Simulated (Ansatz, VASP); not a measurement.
## Two plane-wave programs on PbS

File INCAR:

```
SYSTEM = PbS
  ALGO = Normal
  EDIFF = 1E-7
  ENCUT = 520
  ISIF = 2
  ISMEAR = 0
  LASPH = .TRUE.
  LCHARG = .FALSE.
  LREAL = .FALSE.
  LWAVE = .FALSE.
  NBANDS = 28
  NELM = 80
  PREC = Accurate
  SIGMA = 0.01
```

Contents of KPOINTS:

```
k-points
0
G
  6 6 6
  0 0 0
```

File POSCAR:

```
PbS
1.0
    2.0799500000     -5.9913000000      0.0000000000
    2.0799500000      5.9913000000      0.0000000000
    0.0000000000      0.0000000000      4.2793200000
Pb S
2 2
Direct
    0.8694400000      0.1305600000      0.7500000000
    0.1305600000      0.8694400000      0.2500000000
    0.6452000000      0.3548000000      0.7500000000
    0.3548000000      0.6452000000      0.2500000000
```

Input for Ansatz:

```yaml
crystal:
  lattice:
    - [2.07995, -5.9913, 0.0]
    - [2.07995, 5.9913, 0.0]
    - [0.0, 0.0, 4.27932]
  atoms:
    - { symbol: Pb, position: [0.86944, 0.13056, 0.75] }
    - { symbol: Pb, position: [0.13056, 0.86944, 0.25] }
    - { symbol: S, position: [0.6452, 0.3548, 0.75] }
    - { symbol: S, position: [0.3548, 0.6452, 0.25] }
basis:
  ecutwfc: 510.0
kpoints:
  mp_grid:
    grid: [6, 6, 6]
hamiltonian:
  xc: lda
  pseudopotentials:
    kind: paw
scf:
  occupations:
    method: fixed
output:
  stress: true
```

Alike in both runs: task single point; functional LDA; k mesh 6 × 6 × 6; no spin polarisation.

|  | VASP | Ansatz |
| --- | --- | --- |
| version | VASP 6.6.1 | Ansatz 0.2.0 |
| potentials or method | VASP PAW LDA potentials, release 64 (Pb_d, S), cutoff 520 eV | plane waves, PAW |
| occupations | gaussian, width 0.01 eV | fixed |
| valence electrons in the cell | 40 | 40 |

```csv
,VASP,Ansatz,Ansatz less VASP
pressure (GPa),-3.5,-3.5,-0.02
"traceless stress, the component that is largest in VASP (GPa)",0.44,0.46,+0.020
```

LDA's correlation is that of Perdew and Zunger in VASP and of Perdew and Wang (1992) in Ansatz.

Spin-orbit coupling is off throughout.
